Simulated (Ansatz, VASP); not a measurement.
## One calculation of CdS, two programs

Contents of POSCAR:

```
CdS
1.0
    4.0680972297      0.0000000000      0.0000000000
   -2.0340486148      3.5230755460      0.0000000000
    0.0000000000      0.0000000000      6.9721324289
Cd S
2 2
Direct
    0.3333333333      0.6666666667      0.0000000000
    0.6666666667      0.3333333333      0.5000000000
    0.3333333333      0.6666666667      0.3850000000
    0.6666666667      0.3333333333      0.8850000000
```

INCAR.step1

```
ALGO = Normal
EDIFF = 1E-4
ENCUT = 520
GGA = PE
ISMEAR = 0
LASPH = True
LCHARG = False
LREAL = False
LWAVE = True
NBANDS = 26
NELM = 100
PREC = Accurate
SIGMA = 0.05
```

Contents of INCAR.step2:

```
ALGO = Normal
EDIFF = 1E-7
ENCUT = 520
ISIF = 2
ISMEAR = 0
ISTART = 1
LASPH = True
LCHARG = True
LELF = True
LMIXTAU = True
LREAL = False
LVHAR = True
LWAVE = False
METAGGA = R2SCAN
NBANDS = 26
NELM = 100
PREC = Accurate
SIGMA = 0.05
```

KPOINTS

```
k-points
0
Gamma
  12 12 6
```

Input for Ansatz:

```yaml
crystal:
  lattice:
    - [4.0680972297, 0.0, 0.0]
    - [-2.0340486148, 3.523075546, 0.0]
    - [0.0, 0.0, 6.9721324289]
  atoms:
    - { symbol: Cd, position: [0.3333333333, 0.6666666667, 0.0] }
    - { symbol: Cd, position: [0.6666666667, 0.3333333333, 0.5] }
    - { symbol: S, position: [0.3333333333, 0.6666666667, 0.385] }
    - { symbol: S, position: [0.6666666667, 0.3333333333, 0.885] }
basis:
  ecutwfc: 500
kpoints:
  mp_grid: { grid: [12, 12, 6] }
hamiltonian:
  xc: r2scan
scf:
  occupations: { method: gaussian, width: 0.05 }
output:
  forces: true
  stress: true
  eigenvalues: true
```

Alike in both runs: task single point; functional r2SCAN; k mesh 12 × 12 × 6; occupations gaussian, width 0.05 eV; no spin polarisation.

|  | VASP | Ansatz |
| --- | --- | --- |
| version | VASP 6.6.1 | Ansatz 0.2.0 |
| potentials or method | VASP PAW PBE potentials, release 64 (Cd, S), cutoff 520 eV | scalar-relativistic, plane waves, PAW |
| valence electrons in the cell | 36 | 52 |

```csv
,VASP,Ansatz,Ansatz less VASP
gap on the k mesh at the Fermi level (eV),1.61,1.61,+0.005
least direct gap on the mesh (eV),1.61,1.61,+0.005
pressure (GPa),2.1,1.8,-0.35
"traceless stress, the component that is largest in VASP (GPa)",-4.64,-4.53,+0.107
rms of the force components (eV/Å),0.314,0.304,-0.0101
```

VASP's potentials were made for PBE, not for r2SCAN. Atom by atom the forces differ by 0.010 eV/Å (rms over components). VASP's potentials hold 36 valence electrons a cell and Ansatz's 52, so a difference there can come from the potentials and not from the codes.
